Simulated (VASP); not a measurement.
# AlNi3 (Fm-3m) in VASP: a series of runs

The runs below take AlNi3 through single point, relaxation of cell and atoms, with PBEsol.

Program: VASP 6.6.1. These are calculated values, not measurements. Logs are shortened: lines on timing, memory, paths and dates and some standing lists are left out, and cuts for length are marked.

## (1) The cell of the first run

The structure is cubic, space group Fm-3m (No. 225). Conventional cell: a = 5.597 Å, b = 5.597 Å, c = 5.597 Å, α = 90.00°, β = 90.00°, γ = 90.00°. Al (site symmetry m-3m) has 14 Ni at 2.42 to 2.80 Å within 3.2 Å. Ni (site symmetry -43m) has 4 Al at 2.42 Å and 10 Ni at 2.42 to 2.80 Å within 3.2 Å. Within 3.2 Å of Ni (site symmetry m-3m) lie 8 Ni at 2.42 Å and 6 Al at 2.80 Å.

## (2) Single point, PBEsol

Input file INCAR:

```
  ALGO = Normal
  EDIFF = 1E-6
  ENCUT = 520
  GGA = PS
  ISIF = 2
  ISMEAR = 0
  LASPH = True
  LCHARG = True
  LELF = True
  LREAL = False
  LVHAR = True
  LWAVE = False
  NBANDS = 24
  NELM = 100
  PREC = Accurate
  SIGMA = 0.1
```

Input file KPOINTS:

```
k-points
0
Gamma
  6 6 6
```

Input file POSCAR:

```
AlNi3
1.0
    0.0000000000      2.7982575694      2.7982575694
    2.7982575694      0.0000000000      2.7982575694
    2.7982575694      2.7982575694      0.0000000000
Al Ni
1 3
Direct
    0.5000000000      0.5000000000      0.5000000000
    0.2500000000      0.2500000000      0.2500000000
    0.0000000000      0.0000000000      0.0000000000
    0.7500000000      0.7500000000      0.7500000000
```

Potentials or basis: VASP PAW PBE potentials, release 64 (Al, Ni).

Launch:

```console
> cat potpaw_PBE.64/Al/POTCAR potpaw_PBE.64/Ni/POTCAR > POTCAR
> mpirun -np 1 vasp_std > vasp.out
```

OUTCAR:

```text
EDIFF = 1E-6
   ENCUT = 520
   GGA = PS
   ISIF = 2
   ISMEAR = 0
   LASPH = True
   LREAL = False
   NELM = 100
   PREC = Accurate

 ion  position               nearest neighbor table
   1  0.500  0.500  0.500-   2 2.42   2 2.42   2 2.42   4 2.42   4 2.42   4 2.42   4 2.42   2 2.42
                             3 2.80   3 2.80   3 2.80   3 2.80   3 2.80   3 2.80
   2  0.250  0.250  0.250-   3 2.42   3 2.42   3 2.42   1 2.42   1 2.42   1 2.42   3 2.42   1 2.42
                             4 2.80   4 2.80   4 2.80   4 2.80   4 2.80   4 2.80
   3  0.000  0.000  0.000-   4 2.42   4 2.42   4 2.42   2 2.42   2 2.42   2 2.42   4 2.42   2 2.42
                             1 2.80   1 2.80   1 2.80   1 2.80   1 2.80   1 2.80
   4  0.750  0.750  0.750-   1 2.42   1 2.42   1 2.42   3 2.42   3 2.42   3 2.42   3 2.42   1 2.42
                             2 2.80   2 2.80   2 2.80   2 2.80   2 2.80   2 2.80

  LATTYP: Found a face centered cubic cell.
 ALAT       =     5.5965151388

  Lattice vectors:

 A1 = (   0.0000000000,   2.7982575694,   2.7982575694)
 A2 = (   2.7982575694,   0.0000000000,   2.7982575694)
 A3 = (   2.7982575694,   2.7982575694,   0.0000000000)

Analysis of symmetry for initial positions (statically):
=====================================================================
 Subroutine PRICEL returns:
 Original cell was already a primitive cell.

 Routine SETGRP: Setting up the symmetry group for a
 face centered cubic supercell.

 Subroutine GETGRP returns: Found 48 space group operations
 (whereof 48 operations were pure point group operations)
 out of a pool of 48 trial point group operations.

The static configuration has the point symmetry O_h .

Analysis of symmetry for dynamics (positions and initial velocities):
=====================================================================
 Subroutine PRICEL returns:
 Original cell was already a primitive cell.

 Routine SETGRP: Setting up the symmetry group for a
 face centered cubic supercell.

 Subroutine GETGRP returns: Found 48 space group operations
 (whereof 48 operations were pure point group operations)
 out of a pool of 48 trial point group operations.

The dynamic configuration has the point symmetry O_h .

 Subroutine INISYM returns: Found 48 space group operations
 (whereof 48 operations are pure point group operations),
 and found     1 'primitive' translations

----------------------------------------------------------------------------------------

                                     Primitive cell

  volume of cell :      43.8221

  direct lattice vectors                    reciprocal lattice vectors
     0.000000000  2.798257569  2.798257569    -0.178682622  0.178682622  0.178682622
     2.798257569  0.000000000  2.798257569     0.178682622 -0.178682622  0.178682622
     2.798257569  2.798257569  0.000000000     0.178682622  0.178682622 -0.178682622

  length of vectors
     3.957333806  3.957333806  3.957333806     0.309487380  0.309487380  0.309487380

  position of ions in fractional coordinates (direct lattice)
     0.500000000  0.500000000  0.500000000
     0.250000000  0.250000000  0.250000000
     0.000000000  0.000000000  0.000000000
     0.750000000  0.750000000  0.750000000

  ion indices of the primitive-cell ions
   primitive index   ion index
                 1           1
                 2           2
                 3           3
                 4           4

----------------------------------------------------------------------------------------

 KPOINTS: k-points

Automatic generation of k-mesh.
 Grid dimensions read from file:
 generate k-points for:    6    6    6

 Generating k-lattice:

  Cartesian coordinates                     Fractional coordinates (reciprocal lattice)
    -0.029780437  0.029780437  0.029780437     0.166666667  0.000000000  0.000000000
     0.029780437 -0.029780437  0.029780437     0.000000000  0.166666667  0.000000000
     0.029780437  0.029780437 -0.029780437     0.000000000  0.000000000  0.166666667

  Length of vectors
     0.051581230  0.051581230  0.051581230

  Shift w.r.t. Gamma in fractional coordinates (k-lattice)
     0.000000000  0.000000000  0.000000000

 Subroutine IBZKPT returns following result:
 ===========================================

 Found     16 irreducible k-points:

 Following reciprocal coordinates:
            Coordinates               Weight
  0.000000  0.000000  0.000000      1.000000
  0.166667  0.000000  0.000000      8.000000
  0.333333  0.000000  0.000000      8.000000
  0.500000  0.000000  0.000000      4.000000
  0.166667  0.166667  0.000000      6.000000
  0.333333  0.166667  0.000000     24.000000
[... 8 lines left out ...]
 -0.333333  0.333333  0.166667     24.000000
 -0.333333  0.500000  0.166667     12.000000
   k-points           NKPTS =     16   k-points in BZ     NKDIM =     16   number of bands    NBANDS=     24
   number of dos      NEDOS =    301   number of ions     NIONS =      4
   total plane-waves  NPLWV =  27000
   dimension x,y,z NGX =    30 NGY =   30 NGZ =   30
   dimension x,y,z NGXF=    60 NGYF=   60 NGZF=   60
   ions per type =               1   3
   NGX,Y,Z   is equivalent  to a cutoff of  12.60, 12.60, 12.60 a.u.
   NGXF,Y,Z  is equivalent  to a cutoff of  25.21, 25.21, 25.21 a.u.
 SYSTEM =  unknown system
   PREC   = accura    normal or accurate (medium, high low for compatibility)
   ISTART =      0    job   : 0-new  1-cont  2-samecut
   ICHARG =      2    charge: 1-file 2-atom 10-const
   ISPIN  =      1    spin polarized calculation?
   LNONCOLLINEAR =      F non collinear calculations
   LSORBIT =      F    spin-orbit coupling
   LASPH  =      T    aspherical Exc in radial PAW
   ENCUT  =  520.0 eV  38.22 Ry    6.18 a.u.   7.36  7.36  7.36*2*pi/ulx,y,z
   NELM   =    100;   NELMIN=  2; NELMDL= -5     # of ELM steps
   EDIFF  = 0.1E-05   stopping-criterion for ELM
   LREAL  =      F    real-space projection
   EDIFFG = 0.1E-04   stopping-criterion for IOM
   NSW    =      0    number of steps for IOM
   IBRION =     -1    ionic relax: 0-MD 1-quasi-New 2-CG
   NFREE  =      0    steps in history (QN), initial steepest desc. (CG)
   ISIF   =      2    stress and relaxation
   ISYM   =      2    0-nonsym 1-usesym 2-fastsym
   POTIM  = 0.5000    time-step for ionic-motion
   TEBEG  =    0.0;   TEEND  =   0.0 temperature during run
   PSTRESS=    0.0 pullay stress
   NELECT =      33.0000    total number of electrons
   NUPDOWN=      -1.0000    fix difference up-down
   EMIN   =  10.00;   EMAX   =-10.00  energy-range for DOS
   EFERMI =   0.00;   METHOD = LEGACY
   ISMEAR =     0;   SIGMA  =   0.10  broadening in eV -4-tet -1-fermi 0-gaus
   EFERMI_NEDOS =   21; number of points for ismear=-14 and -15
   IALGO  =     38    algorithm
   IMIX   =      4    mixing-type and parameters
     AMIX     =   0.40;   BMIX     =  1.00
     AMIX_MAG =   1.60;   BMIX_MAG =  1.00
  volume/ion in A,a.u.               =      10.96        73.93
  Fermi-wavevector in a.u.,A,eV,Ry     =   1.489413  2.814582 30.182497  2.218351
  Thomas-Fermi vector in A             =   2.602325
   LORBIT       =      0    0 simple, 1 ext, 2 COOP (PROOUT), +10 PAW based schemes
   GGA     = PS    functional components
   LHFCALC =     F    Hartree Fock is set to
   AEXX    =    0.0000 exact exchange contribution
   IVDW    =     0    specifies the selected vdW correction
   LEPSILON=     F    determine dielectric tensor
   LRPA    =     F    only Hartree local field effects (RPA)
 non-spin polarized calculation
 Gauss-broadening in eV      SIGMA  =   0.10
  energy-cutoff  :      520.00
  volume of cell :       43.82
 maximum number of plane-waves:      1243
 NGX is ok and might be reduce to    30
   NGX = 15   NGY = 15   NGZ = 15

 number of electron      33.0000020 magnetization

 Free energy of the ion-electron system (eV)
  ---------------------------------------------------
  ext. energy  EPLUGINS =         0.00000000
  ---------------------------------------------------
  free energy    TOTEN  =       -24.09304570 eV

  energy without entropy =      -24.07589862  energy(sigma->0) =      -24.08447216

 E-fermi :   9.8020     XC(G=0): -12.9842

 val. band max:        9.7651836973   @ k =  -0.3333   0.5000   0.1667
 cond. band min:       9.8192690754   @ k =   0.5000   0.5000   0.0000
 fundamental gap:      0.0540853780
 Fermi energy:         9.8019808597

 k-point     1 :       0.0000    0.0000    0.0000
  band No.  band energies     occupation
      1      -0.3771      2.00000
      2       6.2282      2.00000
      3       6.2282      2.00000
      4       6.3566      2.00000
      5       6.3566      2.00000
      6       6.3566      2.00000
[... 16 lines left out ...]
     23      17.0789      0.00000
     24      18.5773      0.00000

 k-point     2 :       0.1667    0.0000    0.0000
  band No.  band energies     occupation
      1       0.0353      2.00000
      2       6.1251      2.00000
      3       6.1598      2.00000
      4       6.1598      2.00000
      5       6.6382      2.00000
      6       6.6382      2.00000
[... 16 lines left out ...]
     23      17.9508      0.00000
     24      18.2560      0.00000

 k-point     3 :       0.3333    0.0000    0.0000
  band No.  band energies     occupation
      1       1.2230      2.00000
      2       5.0531      2.00000
      3       6.2384      2.00000
      4       6.2384      2.00000
      5       7.0165      2.00000
      6       7.0165      2.00000
[... 16 lines left out ...]
     23      18.0211      0.00000
     24      20.0268      0.00000

 k-point     4 :       0.5000    0.0000    0.0000
  band No.  band energies     occupation
      1       2.7687      2.00000
      2       3.3507      2.00000
      3       6.3202      2.00000
      4       6.3202      2.00000
      5       7.1008      2.00000
      6       7.1490      2.00000
[... 16 lines left out ...]
     23      17.9870      0.00000
     24      21.9418      0.00000

 k-point     5 :       0.1667    0.1667    0.0000
  band No.  band energies     occupation
      1       0.1712      2.00000
      2       5.7419      2.00000
      3       6.4289      2.00000
      4       6.5484      2.00000
      5       6.5527      2.00000
      6       6.5527      2.00000
[... 16 lines left out ...]
     23      17.6141      0.00000
     24      19.4387      0.00000

 k-point     6 :       0.3333    0.1667    0.0000
  band No.  band energies     occupation
      1       1.0945      2.00000
      2       5.3320      2.00000
      3       6.2385      2.00000
      4       6.5230      2.00000
      5       6.7107      2.00000
      6       6.9000      2.00000
[... 16 lines left out ...]
     23      17.8064      0.00000
     24      20.0439      0.00000
[... 163 lines left out ...]
 k-point    13 :       0.5000    0.5000    0.0000
  band No.  band energies     occupation
      1       3.6008      2.00000
      2       4.0121      2.00000
      3       5.6855      2.00000
      4       5.8623      2.00000
      5       7.2537      2.00000
      6       7.2537      2.00000
[... 16 lines left out ...]
     23      22.6176      0.00000
     24      22.6176      0.00000

 k-point    14 :       0.5000    0.3333    0.1667
  band No.  band energies     occupation
      1       2.1915      2.00000
      2       4.9742      2.00000
      3       5.7981      2.00000
      4       6.3165      2.00000
      5       6.7139      2.00000
      6       7.2083      2.00000
[... 16 lines left out ...]
     23      20.1590      0.00000
     24      21.0240      0.00000

 k-point    15 :      -0.3333    0.3333    0.1667
  band No.  band energies     occupation
      1       3.4152      2.00000
      2       4.2362      2.00000
      3       5.3841      2.00000
      4       6.1643      2.00000
      5       6.7941      2.00000
      6       7.2444      2.00000
[... 16 lines left out ...]
     23      19.0620      0.00000
     24      20.7840      0.00000

 k-point    16 :      -0.3333    0.5000    0.1667
  band No.  band energies     occupation
      1       3.7600      2.00000
      2       4.4382      2.00000
      3       5.3826      2.00000
      4       5.6046      2.00000
      5       7.2004      2.00000
      6       7.2266      2.00000
[... 16 lines left out ...]
     23      19.4591      0.00000
     24      22.8129      0.00000

------------------------ aborting loop because EDIFF is reached ----------------------------------------

  FORCE on cell =-STRESS in cart. coord.  units (eV):
  Direction    XX          YY          ZZ          XY          YZ          ZX
  --------------------------------------------------------------------------------------
  -------------------------------------------------------------------------------------
  Total        0.0300572      0.0300572      0.0300572      0.0000000      0.0000000      0.0000000
  in kB        1.0989205      1.0989205      1.0989205      0.0000000      0.0000000      0.0000000
  external PRESSURE =       1.0989205 kB  Pullay stress =       0.0000000 kB

 VOLUME and BASIS-vectors are now :
 -----------------------------------------------------------------------------
  energy-cutoff  :      520.00
  volume of cell :       43.82
      direct lattice vectors                 reciprocal lattice vectors
     0.000000000  2.798257569  2.798257569    -0.178682622  0.178682622  0.178682622
     2.798257569  0.000000000  2.798257569     0.178682622 -0.178682622  0.178682622
     2.798257569  2.798257569  0.000000000     0.178682622  0.178682622 -0.178682622

 POSITION                                       TOTAL-FORCE (eV/Angst)
 -----------------------------------------------------------------------------------
      2.79826      2.79826      2.79826         0.000000     -0.000000     -0.000000
      1.39913      1.39913      1.39913        -0.000000      0.000000     -0.000000
      0.00000      0.00000      0.00000         0.000000     -0.000000     -0.000000
      4.19739      4.19739      4.19739        -0.000000     -0.000000      0.000000
 -----------------------------------------------------------------------------------
    total drift:                                0.000000     -0.000000      0.000000

  FREE ENERGIE OF THE ION-ELECTRON SYSTEM (eV)
  ---------------------------------------------------
  free  energy   TOTEN  =       -24.0930457015 eV

  energy  without entropy=      -24.0758986159  energy(sigma->0) =      -24.08447216
```

It took 24 s on 1 thread of Intel Xeon Platinum 8259CL at 2.50GHz (Skylake/Cascade Lake), shared host; peak memory 0.17 GiB.

What came out:

| Quantity | Value |
| --- | --- |
| Free energy | -24.0930 eV |
| Pressure | 0.1 GPa |

Levels at points of the mesh, in eV from the Fermi level:
```csv
k point,band 12,band 13,band 14,band 15,band 16,band 17,band 18,band 19,band 20,band 21
"(0.00, 0.00, 0.00)",-0.86,-0.51,-0.51,-0.46,-0.46,5.51,5.51,5.51,6.00,6.00
"(0.50, 0.00, 0.00)",-1.68,-0.59,-0.59,-0.42,-0.42,-0.09,4.39,4.39,4.88,4.88
"(0.50, 0.50, 0.00)",-1.15,-1.01,-0.70,-0.54,-0.31,-0.30,-0.30,0.02,4.34,4.77
```

Caveat: the PAW data sets were made with another functional, which shifts forces and pressure a little.

[end of part 1 of 2]
